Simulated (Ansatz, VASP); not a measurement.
**BN: VASP beside Ansatz**

```
B N
1.0
     2.50399    0.03756    0.03756
    -1.21947    2.14974    0.01375
     0.09992    0.09992    6.66120
B N
2 2
Direct
  0.33333 0.66667 0.25000
  0.66667 0.33333 0.75000
  0.33333 0.66667 0.75000
  0.66667 0.33333 0.25000
```

Change from the starting cell: equal xy, yz and zx shear strains of +3 %, crystal datasets.

Alike in both runs: task electric field gradients; functional PBEsol; k mesh 11 × 11 × 4; occupations fermi-dirac, width 0.02 eV; no spin polarisation.

```csv
,VASP,Ansatz
version,VASP 6.6.1,Ansatz 0.2.0
potentials or method,"VASP PAW PBE potentials, release 64 (B, N), cutoff 520 eV","all-electron PAW with datasets made for the crystal, scalar-relativistic"
```

```tsv
	VASP	Ansatz	Ansatz less VASP
gap on the k mesh at the Fermi level (eV)	4.10	4.10	+0.006
pressure (GPa)	0.9	0.6	-0.32
traceless stress, the component that is largest in VASP (GPa)	-11.27	-11.23	+0.041
rms of the force components (eV/Å)	0.229	0.227	-0.0024
size of Vzz on the site where it differs most (V/Å²)	34.6	28.6	-6.06
```

VASP's potentials were made for PBE, not for PBEsol. Atom by atom the forces differ by 0.002 eV/Å (rms over components). Ansatz ran all-electron here, and VASP with PAW potentials.
